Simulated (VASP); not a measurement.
# InH (P4/mmm) in VASP: further runs

Runs on InH. Level: PBE. Tasks: single point.

All numbers are computed with VASP 6.6.1; they aren't measurements. Logs are shortened: lines on timing, memory, paths and dates and some standing lists are left out, and cuts for length are marked.

## (1) The cell of the first run

Symmetry: P4/mmm, No. 123, tetragonal system. The conventional cell has a = 3.154 Å, b = 3.154 Å, c = 3.227 Å, α = 90.00°, β = 90.00°, γ = 90.00°. In (site symmetry 4/mmm) has 8 H at 2.75 Å and 6 In at 3.15 to 3.23 Å within 3.6 Å. H (site symmetry 4/mmm) has 8 In at 2.75 Å and 6 H at 3.15 to 3.23 Å within 3.6 Å.

## (2) Single point, PBE

The input, INCAR:

```
SYSTEM = InH
ALGO = Normal
EDIFF = 1E-6
ENCUT = 520
GGA = PE
ISIF = 2
ISMEAR = 0
LASPH = .TRUE.
LCHARG = .FALSE.
LREAL = .FALSE.
LWAVE = .FALSE.
NBANDS = 14
NELM = 60
PREC = Accurate
SIGMA = 0.1
```

The input, KPOINTS:

```
k-points
0
G
  20 20 14
  0 0 0
```

The input, POSCAR:

```
InH
1.0
    3.1539614254      0.0000000000      0.0000000000
    0.0000000000      3.1539614254      0.0000000000
    0.0000000000      0.0000000000      3.2271629183
In H
1 1
Direct
    0.5000000000      0.5000000000      0.5000000000
    0.0000000000      0.0000000000      0.0000000000
```

Potentials or basis: VASP PAW PBE potentials, release 64 (In_d, H).

Command:

```sh
cat potpaw_PBE.64/In_d/POTCAR potpaw_PBE.64/H/POTCAR > POTCAR
mpirun -np 1 vasp_std > vasp.out
```

OUTCAR:

```text
SYSTEM = InH
   EDIFF = 1E-6
   ENCUT = 520
   GGA = PE
   ISIF = 2
   ISMEAR = 0
   LASPH = .TRUE.
   LREAL = .FALSE.
   NELM = 60
   PREC = Accurate

 ion  position               nearest neighbor table
   1  0.500  0.500  0.500-
   2  0.000  0.000  0.000-

  LATTYP: Found a simple tetragonal cell.
 ALAT       =     3.1539614254
 C/A-ratio  =     1.0232093812

  Lattice vectors:

 A1 = (   3.1539614254,   0.0000000000,   0.0000000000)
 A2 = (   0.0000000000,   3.1539614254,   0.0000000000)
 A3 = (   0.0000000000,   0.0000000000,   3.2271629183)

Analysis of symmetry for initial positions (statically):
=====================================================================
 Subroutine PRICEL returns:
 Original cell was already a primitive cell.

 Routine SETGRP: Setting up the symmetry group for a
 simple tetragonal supercell.

 Subroutine GETGRP returns: Found 16 space group operations
 (whereof 16 operations were pure point group operations)
 out of a pool of 16 trial point group operations.

The static configuration has the point symmetry D_4h.

Analysis of symmetry for dynamics (positions and initial velocities):
=====================================================================
 Subroutine PRICEL returns:
 Original cell was already a primitive cell.

 Routine SETGRP: Setting up the symmetry group for a
 simple tetragonal supercell.

 Subroutine GETGRP returns: Found 16 space group operations
 (whereof 16 operations were pure point group operations)
 out of a pool of 16 trial point group operations.

The dynamic configuration has the point symmetry D_4h.

 Subroutine INISYM returns: Found 16 space group operations
 (whereof 16 operations are pure point group operations),
 and found     1 'primitive' translations

----------------------------------------------------------------------------------------

                                     Primitive cell

  volume of cell :      32.1021

  direct lattice vectors                    reciprocal lattice vectors
     3.153961425  0.000000000  0.000000000     0.317061582  0.000000000  0.000000000
     0.000000000  3.153961425  0.000000000     0.000000000  0.317061582  0.000000000
     0.000000000  0.000000000  3.227162918     0.000000000  0.000000000  0.309869698

  length of vectors
     3.153961425  3.153961425  3.227162918     0.317061582  0.317061582  0.309869698

  position of ions in fractional coordinates (direct lattice)
     0.500000000  0.500000000  0.500000000
     0.000000000  0.000000000  0.000000000

  ion indices of the primitive-cell ions
   primitive index   ion index
                 1           1
                 2           2

----------------------------------------------------------------------------------------

 KPOINTS: k-points

Automatic generation of k-mesh.
 Grid dimensions read from file:
 generate k-points for:   20   20   14

 Generating k-lattice:

  Cartesian coordinates                     Fractional coordinates (reciprocal lattice)
     0.015853079  0.000000000  0.000000000     0.050000000  0.000000000  0.000000000
     0.000000000  0.015853079  0.000000000     0.000000000  0.050000000  0.000000000
     0.000000000  0.000000000  0.022133550     0.000000000  0.000000000  0.071428571

  Length of vectors
     0.015853079  0.015853079  0.022133550

  Shift w.r.t. Gamma in fractional coordinates (k-lattice)
     0.000000000  0.000000000  0.000000000

 Subroutine IBZKPT returns following result:
 ===========================================

 Found    528 irreducible k-points:

 Following reciprocal coordinates:
            Coordinates               Weight
  0.000000  0.000000  0.000000      1.000000
  0.050000  0.000000  0.000000      4.000000
  0.100000  0.000000  0.000000      4.000000
  0.150000  0.000000  0.000000      4.000000
  0.200000  0.000000  0.000000      4.000000
  0.250000  0.000000  0.000000      4.000000
[... 16 lines left out ...]
  0.150000  0.100000  0.000000      8.000000
  0.200000  0.100000  0.000000      8.000000
 [... further k-points ...]
   k-points           NKPTS =    528   k-points in BZ     NKDIM =    528   number of bands    NBANDS=     14
   number of dos      NEDOS =    301   number of ions     NIONS =      2
   total plane-waves  NPLWV =  13824
   dimension x,y,z NGX =    24 NGY =   24 NGZ =   24
   dimension x,y,z NGXF=    48 NGYF=   48 NGZF=   48
   ions per type =               1   1
   NGX,Y,Z   is equivalent  to a cutoff of  12.65, 12.65, 12.36 a.u.
   NGXF,Y,Z  is equivalent  to a cutoff of  25.30, 25.30, 24.73 a.u.
 SYSTEM =  InH
   PREC   = accura    normal or accurate (medium, high low for compatibility)
   ISTART =      0    job   : 0-new  1-cont  2-samecut
   ICHARG =      2    charge: 1-file 2-atom 10-const
   ISPIN  =      1    spin polarized calculation?
   LNONCOLLINEAR =      F non collinear calculations
   LSORBIT =      F    spin-orbit coupling
   LASPH  =      T    aspherical Exc in radial PAW
   ENCUT  =  520.0 eV  38.22 Ry    6.18 a.u.   5.86  5.86  6.00*2*pi/ulx,y,z
   NELM   =     60;   NELMIN=  2; NELMDL= -5     # of ELM steps
   EDIFF  = 0.1E-05   stopping-criterion for ELM
   LREAL  =      F    real-space projection
   EDIFFG = 0.1E-04   stopping-criterion for IOM
   NSW    =      0    number of steps for IOM
   IBRION =     -1    ionic relax: 0-MD 1-quasi-New 2-CG
   NFREE  =      0    steps in history (QN), initial steepest desc. (CG)
   ISIF   =      2    stress and relaxation
   ISYM   =      2    0-nonsym 1-usesym 2-fastsym
   POTIM  = 0.5000    time-step for ionic-motion
   TEBEG  =    0.0;   TEEND  =   0.0 temperature during run
   PSTRESS=    0.0 pullay stress
   NELECT =      14.0000    total number of electrons
   NUPDOWN=      -1.0000    fix difference up-down
   EMIN   =  10.00;   EMAX   =-10.00  energy-range for DOS
   EFERMI =   0.00;   METHOD = LEGACY
   ISMEAR =     0;   SIGMA  =   0.10  broadening in eV -4-tet -1-fermi 0-gaus
   EFERMI_NEDOS =   21; number of points for ismear=-14 and -15
   IALGO  =     38    algorithm
   IMIX   =      4    mixing-type and parameters
     AMIX     =   0.40;   BMIX     =  1.00
     AMIX_MAG =   1.60;   BMIX_MAG =  1.00
  volume/ion in A,a.u.               =      16.05       108.32
  Fermi-wavevector in a.u.,A,eV,Ry     =   1.241480  2.346056 20.970277  1.541272
  Thomas-Fermi vector in A             =   2.375876
   LORBIT       =      0    0 simple, 1 ext, 2 COOP (PROOUT), +10 PAW based schemes
   GGA     = PE    functional components
   LHFCALC =     F    Hartree Fock is set to
   AEXX    =    0.0000 exact exchange contribution
   IVDW    =     0    specifies the selected vdW correction
   LEPSILON=     F    determine dielectric tensor
   LRPA    =     F    only Hartree local field effects (RPA)
 non-spin polarized calculation
 Gauss-broadening in eV      SIGMA  =   0.10
  energy-cutoff  :      520.00
  volume of cell :       32.10
 maximum number of plane-waves:       888
 NGX is ok and might be reduce to    24
   NGX = 11   NGY = 11   NGZ = 13

 number of electron      14.0000007 magnetization

 Free energy of the ion-electron system (eV)
  ---------------------------------------------------
  ext. energy  EPLUGINS =         0.00000000
  ---------------------------------------------------
  free energy    TOTEN  =        -4.82632309 eV

  energy without entropy =       -4.82475642  energy(sigma->0) =       -4.82553975

 E-fermi :   5.7872     XC(G=0):  -9.9007

 val. band max:        5.7866905985   @ k =   0.5000   0.4500   0.1429
 cond. band min:       5.7912150856   @ k =   0.5000   0.2500   0.5000
 fundamental gap:      0.0045244870
 Fermi energy:         5.7871510085

 k-point     1 :       0.0000    0.0000    0.0000
  band No.  band energies     occupation
      1      -9.0921      2.00000
      2      -9.0547      2.00000
      3      -8.5421      2.00000
      4      -8.5421      2.00000
      5      -8.5274      2.00000
      6      -3.6390      2.00000
      7       8.0487      0.00000
      8      11.4456      0.00000
      9      12.1126      0.00000
     10      12.1126      0.00000
     11      15.0802      0.00000
     12      15.4693      0.00000
     13      25.5903      0.00000
     14      25.9205      0.00000

 k-point     2 :       0.0500    0.0000    0.0000
  band No.  band energies     occupation
      1      -9.0849      2.00000
      2      -9.0510      2.00000
      3      -8.5460      2.00000
      4      -8.5417      2.00000
      5      -8.5312      2.00000
      6      -3.5995      2.00000
      7       7.9266      0.00000
      8      11.4910      0.00000
      9      11.8105      0.00000
     10      12.1583      0.00000
     11      15.1734      0.00000
     12      15.8801      0.00000
     13      25.4144      0.00000
     14      25.4662      0.00000

 k-point     3 :       0.1000    0.0000    0.0000
  band No.  band energies     occupation
      1      -9.0709      2.00000
      2      -9.0335      2.00000
      3      -8.5574      2.00000
      4      -8.5423      2.00000
      5      -8.5408      2.00000
      6      -3.4807      2.00000
      7       7.5412      0.00000
      8      11.2750      0.00000
      9      11.6264      0.00000
     10      12.2944      0.00000
     11      15.2792      0.00000
     12      16.9286      0.00000
     13      24.5278      0.00000
     14      24.6908      0.00000
[... 324 lines left out ...]
 k-point    23 :       0.1500    0.1000    0.0000
  band No.  band energies     occupation
      1      -9.0266      2.00000
      2      -8.9857      2.00000
      3      -8.5767      2.00000
      4      -8.5737      2.00000
      5      -8.5543      2.00000
      6      -3.1225      2.00000
      7       6.7940      0.00000
      8      10.0107      0.00000
      9      12.0296      0.00000
     10      12.3161      0.00000
     11      16.6485      0.00000
     12      18.5356      0.00000
     13      21.8083      0.00000
     14      23.6075      0.00000

 k-point    24 :       0.2000    0.1000    0.0000
  band No.  band energies     occupation
      1      -9.0219      2.00000
      2      -8.9284      2.00000
      3      -8.5998      2.00000
      4      -8.5957      2.00000
      5      -8.5523      2.00000
      6      -2.8418      2.00000
      7       6.0638      0.00009
      8       9.7733      0.00000
      9      12.3339      0.00000
     10      12.4739      0.00000
     11      16.8590      0.00000
     12      19.6638      0.00000
     13      20.9564      0.00000
     14      22.6698      0.00000

 [... further k-points ...]

------------------------ aborting loop because EDIFF is reached ----------------------------------------

  FORCE on cell =-STRESS in cart. coord.  units (eV):
  Direction    XX          YY          ZZ          XY          YZ          ZX
  --------------------------------------------------------------------------------------
  -------------------------------------------------------------------------------------
  Total       -0.0154421     -0.0154421     -0.0222925      0.0000000      0.0000000      0.0000000
  in kB       -0.7706979     -0.7706979     -1.1125924      0.0000000      0.0000000      0.0000000
  external PRESSURE =      -0.8846627 kB  Pullay stress =       0.0000000 kB

 VOLUME and BASIS-vectors are now :
 -----------------------------------------------------------------------------
  energy-cutoff  :      520.00
  volume of cell :       32.10
      direct lattice vectors                 reciprocal lattice vectors
     3.153961425  0.000000000  0.000000000     0.317061582  0.000000000  0.000000000
     0.000000000  3.153961425  0.000000000     0.000000000  0.317061582  0.000000000
     0.000000000  0.000000000  3.227162918     0.000000000  0.000000000  0.309869698

 POSITION                                       TOTAL-FORCE (eV/Angst)
 -----------------------------------------------------------------------------------
      1.57698      1.57698      1.61358         0.000000      0.000000      0.000000
      0.00000      0.00000      0.00000         0.000000      0.000000      0.000000
 -----------------------------------------------------------------------------------
    total drift:                                0.000000     -0.000000     -0.000000

  FREE ENERGIE OF THE ION-ELECTRON SYSTEM (eV)
  ---------------------------------------------------
  free  energy   TOTEN  =        -4.8263230865 eV

  energy  without entropy=       -4.8247564180  energy(sigma->0) =       -4.82553975
```

Wall time 50 s (1 thread of Intel Xeon Platinum 8559C (Emerald Rapids), shared host); peak memory 0.33 GiB.

Results:

* Free energy: -4.8263 eV
* Pressure: -0.1 GPa
* Band gap on the k mesh: zero (bands 7 and 8 overlap by 3.27 eV)

Levels at points of the mesh, in eV from the Fermi level:
| k point | band 5 | band 6 | band 7 | band 8 | band 9 | band 10 |
| --- | --- | --- | --- | --- | --- | --- |
| (0.00, 0.00, 0.00) | -14.31 | -9.43 | 2.26 | 5.66 | 6.33 | 6.33 |
| (0.50, 0.00, 0.00) | -14.32 | -5.41 | -5.36 | 4.86 | 8.70 | 9.40 |
| (0.50, 0.50, 0.00) | -14.16 | -2.07 | -1.96 | -0.80 | -0.80 | 11.76 |
| (0.00, 0.00, 0.50) | -14.30 | -5.70 | -5.44 | 5.15 | 9.15 | 9.15 |
| (0.50, 0.00, 0.50) | -14.19 | -2.27 | -2.17 | -1.01 | -0.81 | 12.24 |
| (0.50, 0.50, 0.50) | -14.15 | -1.20 | 1.56 | 1.68 | 1.68 | 1.93 |

Caveat: spin-orbit coupling is left out, which moves the levels of the heavy elements.

## (3) Single point, PBE

This run uses another cell than the first one, of 16.12 Å³/atom.

The input, INCAR:

```
ALGO = Normal ; EDIFF = 1E-6
ENCUT = 520 ; GGA = PE
ISIF = 2 ; ISMEAR = 0
LASPH = T ; LCHARG = F
LREAL = F ; LWAVE = F
NBANDS = 14 ; NELM = 100
PREC = Accurate ; SIGMA = 0.1
```

The input, KPOINTS:

```
k-points
0
Gamma
  18 18 18
```

The input, POSCAR:

```
InH
1.0
    3.1823490383      0.0000000000      0.0000000000
    0.0000000000      3.1823490383      0.0000000000
    0.0000000000      0.0000000000      3.1834699932
In H
1 1
Direct
    0.5000000000      0.5000000000      0.5000000000
    0.0000000000      0.0000000000      0.0000000000
```

Potentials or basis: VASP PAW PBE potentials, release 64 (In_d, H).

Command:

```sh
cat potpaw_PBE.64/In_d/POTCAR potpaw_PBE.64/H/POTCAR > POTCAR
mpirun -np 1 vasp_std > vasp.out
```

Wall time 52 s (1 thread of Intel Xeon Platinum 8559C (Emerald Rapids), shared host); peak memory 0.34 GiB.

The run converged. Its results:

```yaml
Free_energy: -4.8260 eV
Pressure: -0.1 GPa
Band_gap_on_the_k_mesh: zero (bands 7 and 8 overlap by 3.14 eV)
```

Levels at points of the mesh, in eV from the Fermi level:
| k point | band 5 | band 6 | band 7 | band 8 | band 9 | band 10 |
| --- | --- | --- | --- | --- | --- | --- |
| (0.00, 0.00, 0.00) | -14.27 | -9.33 | 2.33 | 6.14 | 6.15 | 6.15 |
| (0.50, 0.00, 0.00) | -14.26 | -5.44 | -5.30 | 5.02 | 9.10 | 9.11 |
| (0.50, 0.50, 0.00) | -14.13 | -2.12 | -2.06 | -0.80 | -0.80 | 12.07 |
| (0.00, 0.00, 0.50) | -14.26 | -5.45 | -5.30 | 5.02 | 9.10 | 9.10 |
| (0.50, 0.00, 0.50) | -14.13 | -2.12 | -2.06 | -0.81 | -0.80 | 12.08 |
| (0.50, 0.50, 0.50) | -14.12 | -1.12 | 1.57 | 1.81 | 1.81 | 1.82 |

Caveat: spin-orbit coupling is left out, which moves the levels of the heavy elements.
